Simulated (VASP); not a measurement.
# LiTmH4 in VASP: further runs

The runs below take LiTmH4 through single point, relaxation of cell and atoms, with PBE.

Program: VASP 6.6.1. These are calculated values, not measurements. Logs are shortened: lines on timing, memory, paths and dates and some standing lists are left out, and cuts for length are marked.

## Step 1: The cell of the first run

The typed cell holds 6 atoms: a = 3.435 Å, b = 3.435 Å, c = 5.635 Å, α = 107.75°, β = 107.75°, γ = 60.00°.

The cell was generated, and may not be a known phase.

## Step 2: Single point, PBE

Contents of INCAR:

```
SYSTEM = LiTmH4
PREC     = Accurate       ! precision mode
ENCUT    = 750            ! plane-wave cutoff, eV
EDIFF    = 1E-6           ! SCF threshold, eV
ISMEAR   = 0              ! smearing method
SIGMA    = 0.1            ! smearing width, eV
LREAL    = .FALSE.        ! projectors in reciprocal space
LASPH    = .TRUE.         ! aspherical terms in the spheres
NELM     = 200            ! most SCF steps
ALGO     = Normal         ! electronic algorithm
ISIF     = 2              ! what is computed and relaxed
LWAVE    = .FALSE.        ! write WAVECAR
LCHARG   = .FALSE.        ! write CHGCAR
GGA      = PE             ! functional
NBANDS   = 17             ! bands
GGA_COMPAT= .FALSE.      
LMAXMIX  = 6              ! l up to which the mixer works
```

Contents of KPOINTS:

```
regular mesh
0
G
  10 10 6
  0 0 0
```

Contents of POSCAR:

```
LiTmH4
1.0
    2.9749172203     -1.7174648954     -0.0082396465
    2.9749172203      1.7174648954     -0.0082396465
   -1.9691315971      0.0000000000      5.2800164530
Li Tm H
1 1 4
Direct
    1.0316636491     -0.0316636491      0.0000000000
    0.5316720601      0.4683279399      0.5000000000
    0.1576716875      0.0943043466      0.3779613371
    0.9056956534      0.8423283125      0.6220386629
    0.3016853556      1.2382716456      0.8099149649
   -0.2382716456      0.6983146444      0.1900850351
```

Potentials or basis: VASP PAW PBE potentials, release 64 (Li_sv, Tm_3, H), 4f in core.

Started as:

```sh
cat potpaw_PBE.64/Li_sv/POTCAR potpaw_PBE.64/Tm_3/POTCAR potpaw_PBE.64/H/POTCAR > POTCAR
mpirun -np 1 vasp_std > vasp.out
```

OUTCAR:

```text
SYSTEM = LiTmH4
   PREC = Accurate
   ENCUT = 750
   EDIFF = 1E-6
   ISMEAR = 0
   LREAL = .FALSE.
   LASPH = .TRUE.
   NELM = 200
   ISIF = 2
   GGA = PE

 ion  position               nearest neighbor table
   1  0.032  0.968  0.000-
   2  0.532  0.468  0.500-   3 2.09   4 2.09   4 2.09   3 2.09   4 2.09   3 2.09
   3  0.158  0.094  0.378-   2 2.09   2 2.09   2 2.09
   4  0.906  0.842  0.622-   2 2.09   2 2.09   2 2.09
   5  0.302  0.238  0.810-
   6  0.762  0.698  0.190-

  LATTYP: Found a base centered monoclinic cell.
 ALAT       =     5.9498572620
 B/A-ratio  =     0.5773129740
 C/A-ratio  =     0.9471237169
 COS(beta)  =    -0.3520248004

  Lattice vectors:

 A1 = (   2.9749172203,  -1.7174648954,  -0.0082396465)
 A2 = (   2.9749172203,   1.7174648954,  -0.0082396465)
 A3 = (  -1.9691315971,   0.0000000000,   5.2800164530)

Analysis of symmetry for initial positions (statically):
=====================================================================
 Subroutine PRICEL returns:
 Original cell was already a primitive cell.

 Routine SETGRP: Setting up the symmetry group for a
 base centered monoclinic supercell.

 Subroutine GETGRP returns: Found  2 space group operations
 (whereof  2 operations were pure point group operations)
 out of a pool of  4 trial point group operations.

The static configuration has the point symmetry C_2 .

Analysis of symmetry for dynamics (positions and initial velocities):
=====================================================================
 Subroutine PRICEL returns:
 Original cell was already a primitive cell.

 Routine SETGRP: Setting up the symmetry group for a
 base centered monoclinic supercell.

 Subroutine GETGRP returns: Found  2 space group operations
 (whereof  2 operations were pure point group operations)
 out of a pool of  4 trial point group operations.

The dynamic configuration has the point symmetry C_2 .

 Subroutine INISYM returns: Found  2 space group operations
 (whereof  2 operations are pure point group operations),
 and found     1 'primitive' translations

----------------------------------------------------------------------------------------

                                     Primitive cell

  volume of cell :      53.8988

  direct lattice vectors                    reciprocal lattice vectors
     2.974917220 -1.717464895 -0.008239646     0.168245690 -0.291126766  0.062745620
     2.974917220  1.717464895 -0.008239646     0.168245690  0.291126766  0.062745620
    -1.969131597  0.000000000  5.280016453     0.000525106  0.000000000  0.189589183

  length of vectors
     3.435096218  3.435096218  5.635250925     0.342050316  0.342050316  0.189589910

  position of ions in fractional coordinates (direct lattice)
     0.031663649  0.968336351  1.000000000
     0.531672060  0.468327940  0.500000000
     0.157671687  0.094304347  0.377961337
     0.905695653  0.842328313  0.622038663
     0.301685356  0.238271646  0.809914965
     0.761728354  0.698314644  0.190085035

  ion indices of the primitive-cell ions
   primitive index   ion index
                 1           1
                 2           2
                 3           3
                 4           4
                 5           5
                 6           6

----------------------------------------------------------------------------------------

 KPOINTS: regular mesh

Automatic generation of k-mesh.
 Grid dimensions read from file:
 generate k-points for:   10   10    6

 Generating k-lattice:

  Cartesian coordinates                     Fractional coordinates (reciprocal lattice)
     0.016824569 -0.029112677  0.006274562     0.100000000 -0.000000000  0.000000000
     0.016824569  0.029112677  0.006274562    -0.000000000  0.100000000  0.000000000
     0.000087518  0.000000000  0.031598197    -0.000000000 -0.000000000  0.166666667

  Length of vectors
     0.034205032  0.034205032  0.031598318

  Shift w.r.t. Gamma in fractional coordinates (k-lattice)
     0.000000000  0.000000000  0.000000000

 Subroutine IBZKPT returns following result:
 ===========================================

 Found    172 irreducible k-points:

 Following reciprocal coordinates:
            Coordinates               Weight
  0.000000  0.000000  0.000000      1.000000
  0.100000 -0.000000  0.000000      4.000000
  0.200000 -0.000000  0.000000      4.000000
  0.300000 -0.000000  0.000000      4.000000
  0.400000 -0.000000  0.000000      4.000000
  0.500000 -0.000000  0.000000      2.000000
[... 16 lines left out ...]
  0.300000  0.300000  0.000000      2.000000
  0.400000  0.300000  0.000000      4.000000
 [... further k-points ...]
   k-points           NKPTS =    172   k-points in BZ     NKDIM =    172   number of bands    NBANDS=     17
   number of dos      NEDOS =    301   number of ions     NIONS =      6
   total plane-waves  NPLWV =  51200
   dimension x,y,z NGX =    32 NGY =   32 NGZ =   50
   dimension x,y,z NGXF=    64 NGYF=   64 NGZF=  100
   ions per type =               1   1   4
   NGX,Y,Z   is equivalent  to a cutoff of  15.49, 15.49, 14.75 a.u.
   NGXF,Y,Z  is equivalent  to a cutoff of  30.97, 30.97, 29.50 a.u.
 SYSTEM =  LiTmH4
   PREC   = accura    normal or accurate (medium, high low for compatibility)
   ISTART =      0    job   : 0-new  1-cont  2-samecut
   ICHARG =      2    charge: 1-file 2-atom 10-const
   ISPIN  =      1    spin polarized calculation?
   LNONCOLLINEAR =      F non collinear calculations
   LSORBIT =      F    spin-orbit coupling
   LASPH  =      T    aspherical Exc in radial PAW
   ENCUT  =  750.0 eV  55.12 Ry    7.42 a.u.   7.67  7.67 12.58*2*pi/ulx,y,z
   NELM   =    200;   NELMIN=  2; NELMDL= -5     # of ELM steps
   EDIFF  = 0.1E-05   stopping-criterion for ELM
   LREAL  =      F    real-space projection
[... 7 lines left out ...]
   TEBEG  =    0.0;   TEEND  =   0.0 temperature during run
   PSTRESS=    0.0 pullay stress
   NELECT =      16.0000    total number of electrons
   NUPDOWN=      -1.0000    fix difference up-down
   EMIN   =  10.00;   EMAX   =-10.00  energy-range for DOS
   EFERMI =   0.00;   METHOD = LEGACY
   ISMEAR =     0;   SIGMA  =   0.10  broadening in eV -4-tet -1-fermi 0-gaus
   EFERMI_NEDOS =   21; number of points for ismear=-14 and -15
   IALGO  =     38    algorithm
   IMIX   =      4    mixing-type and parameters
     AMIX     =   0.40;   BMIX     =  1.00
     AMIX_MAG =   1.60;   BMIX_MAG =  1.00
  volume/ion in A,a.u.               =       8.98        60.62
  Fermi-wavevector in a.u.,A,eV,Ry     =   1.092082  2.063735 16.226883  1.192642
  Thomas-Fermi vector in A             =   2.228340
   LORBIT       =      0    0 simple, 1 ext, 2 COOP (PROOUT), +10 PAW based schemes
   GGA     = PE    functional components
   LHFCALC =     F    Hartree Fock is set to
   AEXX    =    0.0000 exact exchange contribution
   IVDW    =     0    specifies the selected vdW correction
   LEPSILON=     F    determine dielectric tensor
   LRPA    =     F    only Hartree local field effects (RPA)
 non-spin polarized calculation
 Gauss-broadening in eV      SIGMA  =   0.10
  energy-cutoff  :      750.00
  volume of cell :       53.90
 maximum number of plane-waves:      2573
   NGX = 15   NGY = 15   NGZ = 25

 number of electron      16.0000002 magnetization

 Free energy of the ion-electron system (eV)
  ---------------------------------------------------
  ext. energy  EPLUGINS =         0.00000000
  ---------------------------------------------------
  free energy    TOTEN  =       -22.11519700 eV

  energy without entropy =      -22.11480547  energy(sigma->0) =      -22.11500124

 E-fermi :   2.9022     XC(G=0):  -9.5471

 val. band max:        2.8913786812   @ k =   0.0000   0.0000   0.0000
 cond. band min:       2.9586871791   @ k =   0.5000   0.5000   0.5000
 fundamental gap:      0.0673084978
 Fermi energy:         2.9021782982

 k-point     1 :       0.0000    0.0000    0.0000
  band No.  band energies     occupation
      1     -43.9059      2.00000
      2     -23.0808      2.00000
      3     -22.5382      2.00000
      4     -22.5381      2.00000
      5      -6.4785      2.00000
      6      -1.9535      2.00000
[... 9 lines left out ...]
     16      11.7229      0.00000
     17      11.9077      0.00000

 k-point     2 :       0.1000   -0.0000    0.0000
  band No.  band energies     occupation
      1     -43.9056      2.00000
      2     -23.0713      2.00000
      3     -22.6011      2.00000
      4     -22.5506      2.00000
      5      -6.2415      2.00000
      6      -2.0284      2.00000
[... 9 lines left out ...]
     16      11.7396      0.00000
     17      12.0440      0.00000

 k-point     3 :       0.2000   -0.0000    0.0000
  band No.  band energies     occupation
      1     -43.9048      2.00000
      2     -23.0465      2.00000
      3     -22.7616      2.00000
      4     -22.5828      2.00000
      5      -5.5836      2.00000
      6      -2.2118      2.00000
[... 9 lines left out ...]
     16      11.6938      0.00000
     17      12.0333      0.00000

 k-point     4 :       0.3000   -0.0000    0.0000
  band No.  band energies     occupation
      1     -43.9038      2.00000
      2     -23.0164      2.00000
      3     -22.9512      2.00000
      4     -22.6223      2.00000
      5      -4.6519      2.00000
      6      -2.4508      2.00000
[... 9 lines left out ...]
     16      11.5692      0.00000
     17      11.6633      0.00000
[... 343 lines left out ...]
      1     -43.9033      2.00000
      2     -23.0012      2.00000
      3     -22.9806      2.00000
      4     -22.7018      2.00000
      5      -4.1602      2.00000
      6      -2.2256      2.00000
[... 9 lines left out ...]
     16      11.5368      0.00000
     17      11.8991      0.00000

 k-point    23 :       0.3000    0.3000    0.0000
  band No.  band energies     occupation
      1     -43.9038      2.00000
      2     -23.0170      2.00000
      3     -22.9514      2.00000
      4     -22.6223      2.00000
      5      -4.5814      2.00000
      6      -2.2907      2.00000
[... 9 lines left out ...]
     16      10.9372      0.00000
     17      11.2687      0.00000

 k-point    24 :       0.4000    0.3000    0.0000
  band No.  band energies     occupation
      1     -43.9032      2.00000
      2     -23.0305      2.00000
      3     -22.9976      2.00000
      4     -22.6726      2.00000
      5      -3.9339      2.00000
      6      -2.2588      2.00000
[... 9 lines left out ...]
     16      10.4529      0.00000
     17      12.1627      0.00000

 [... further k-points ...]

------------------------ aborting loop because EDIFF is reached ----------------------------------------

  FORCE on cell =-STRESS in cart. coord.  units (eV):
  Direction    XX          YY          ZZ          XY          YZ          ZX
  --------------------------------------------------------------------------------------
  -------------------------------------------------------------------------------------
  Total        0.2363975      0.2356587      0.0119602      0.0000000      0.0000000      0.0008325
  in kB        7.0270696      7.0051081      0.3555262      0.0000000      0.0000000      0.0247471
  external PRESSURE =       4.7959013 kB  Pullay stress =       0.0000000 kB

 VOLUME and BASIS-vectors are now :
 -----------------------------------------------------------------------------
  energy-cutoff  :      750.00
  volume of cell :       53.90
      direct lattice vectors                 reciprocal lattice vectors
     2.974917220 -1.717464895 -0.008239646     0.168245690 -0.291126766  0.062745620
     2.974917220  1.717464895 -0.008239646     0.168245690  0.291126766  0.062745620
    -1.969131597  0.000000000  5.280016453     0.000525106  0.000000000  0.189589183

 POSITION                                       TOTAL-FORCE (eV/Angst)
 -----------------------------------------------------------------------------------
      2.97492      1.60870     -0.00824        -0.000000     -0.000047     -0.000000
      1.99035     -0.10879      2.63177        -0.000000     -0.000067     -0.000000
      0.00535     -0.10883      1.99357        -0.000070      0.000043     -0.029739
      3.97535     -0.10883      3.26997         0.000070      0.000043      0.029739
      0.01150     -0.10891      4.27192        -0.000051      0.000014     -0.010329
      3.96920     -0.10891      0.99162         0.000051      0.000014      0.010329
 -----------------------------------------------------------------------------------
    total drift:                               -0.000000      0.000016      0.000000

  FREE ENERGIE OF THE ION-ELECTRON SYSTEM (eV)
  ---------------------------------------------------
  free  energy   TOTEN  =       -22.1151970025 eV

  energy  without entropy=      -22.1148054680  energy(sigma->0) =      -22.11500124
```

Wall time 2.5 min (1 thread of AMD EPYC 9R45 (Zen 5), shared host); peak memory 0.39 GiB.

Results:

```
Free energy            : -22.1152 eV
Pressure               : 0.5 GPa
Largest force          : 0.030 eV/Å
Band gap on the k mesh : 0.07 eV (least direct gap 1.40 eV)
```

Forces in eV/Å, atoms in the order of the input:
```
Li   0.000  0.000  0.000
Tm   0.000  0.000  0.000
H    0.000  0.000 -0.030
H    0.000  0.000  0.030
H    0.000  0.000 -0.010
H    0.000  0.000  0.010
```

Caveat: spin-orbit coupling is left out, which moves the levels of the heavy elements; the 4f electrons are frozen in the core, so they carry no moment and show no levels.

## Step 3: Relaxation of cell and atoms, PBE

Contents of INCAR:

```
PREC     = Accurate       # precision mode
ENCUT    = 750            # plane-wave cutoff, eV
EDIFF    = 1E-7           # SCF threshold, eV
ISMEAR   = 0              # smearing method
SIGMA    = 0.01           # smearing width, eV
LREAL    = F              # projectors in reciprocal space
LASPH    = T              # aspherical terms in the spheres
NELM     = 200            # most SCF steps
ALGO     = Normal         # electronic algorithm
ISIF     = 3              # what is computed and relaxed
LWAVE    = F              # write WAVECAR
LCHARG   = F              # write CHGCAR
GGA      = PE             # functional
IBRION   = 2              # ionic algorithm
NSW      = 100            # ionic steps
EDIFFG   = -0.01          # ionic threshold
GGA_COMPAT= F            
NELMIN   = 4            
LMAXMIX  = 6              # l up to which the mixer works
KPAR     = 4
```

Contents of KPOINTS:

```
Automatic mesh
0
Gamma
  12 12 12
```

POSCAR is that of step 2.

Potentials or basis: VASP PAW PBE potentials, release 64 (Li_sv, Tm_3, H), 4f in core.

Started as:

```sh
cat potpaw_PBE.64/Li_sv/POTCAR potpaw_PBE.64/Tm_3/POTCAR potpaw_PBE.64/H/POTCAR > POTCAR
mpirun -np 4 vasp_std > vasp.out
```

Run time: 2.6 min. Hardware: 4 MPI ranks of Intel Xeon 6975P-C (Granite Rapids), shared host; peak memory 0.72 GiB.

The run converged. Its results:

| Property | Result |
| --- | --- |
| Free energy | -22.1164 eV |
| Relaxed volume | 9.04 Å³/atom |
| Relaxed cell | a = 3.446 Å, b = 3.446 Å, c = 5.638 Å, α = 107.80°, β = 107.80°, γ = 60.00° |
| Space group after relaxing (to 0.1 Å) | R-3m (No. 166) |
| Energy gained by relaxing | 0.1 meV/atom |
| Ionic steps | 3 |
| Pressure after relaxing | -0.1 GPa |
| Largest force after relaxing | 0.010 eV/Å |
| Band gap on the k mesh | 0.09 eV (least direct gap 1.40 eV) |

Forces in eV/Å, atoms in the order of the input:
```
Li   0.000  0.000  0.000
Tm   0.000  0.000  0.000
H    0.000  0.000 -0.010
H    0.000  0.000  0.010
H    0.000  0.000 -0.007
H    0.000  0.000  0.007
```

Step by step:
| step | energy change (eV) | largest force (eV/Å) | pressure (GPa) | volume (Å³) |
| --- | --- | --- | --- | --- |
| 1 | 0.0000 | 0.0279 | 0.49 | 53.90 |
| 2 | -0.0007 | 0.0165 | 0.13 | 54.11 |
| 3 | -0.0008 | 0.0095 | -0.09 | 54.24 |

Final structure:
```yaml
crystal:
  lattice:
    - [2.98432, -1.72288, -0.00827]
    - [2.98432, 1.72288, -0.00827]
    - [-1.97542, 0.00000, 5.28034]
  atoms:
    - { symbol: Li, position: [0.03166, 0.96834, 0.00000] }
    - { symbol: Tm, position: [0.53167, 0.46833, 0.50000] }
    - { symbol: H, position: [0.15753, 0.09417, 0.37755] }
    - { symbol: H, position: [0.90583, 0.84247, 0.62245] }
    - { symbol: H, position: [0.30163, 0.23822, 0.80975] }
    - { symbol: H, position: [0.76178, 0.69837, 0.19025] }
```

Levels at points of the mesh, in eV from the valence-band top:
```csv
k point,band 5,band 6,band 7,band 8,band 9,band 10,band 11,band 12
"(0.00, 0.00, 0.00)",-9.32,-4.81,-4.00,0.00,1.40,1.40,3.96,3.96
"(0.50, 0.00, 0.00)",-6.12,-5.25,-4.96,-1.39,0.09,2.30,3.06,4.68
"(0.50, 0.50, 0.00)",-6.05,-5.19,-4.44,-3.07,1.07,2.87,3.89,5.48
"(0.00, 0.00, 0.50)",-8.98,-6.42,-1.54,-0.75,1.35,1.35,3.72,4.04
"(0.50, 0.00, 0.50)",-6.05,-5.19,-4.44,-3.07,1.07,2.87,3.90,5.48
"(0.50, 0.50, 0.50)",-6.12,-5.25,-4.96,-1.39,0.09,2.30,3.06,4.68
```

Caveat: spin-orbit coupling is left out, which moves the levels of the heavy elements; the 4f electrons are frozen in the core, so they carry no moment and show no levels.

(Continued in part 2 of 2.)
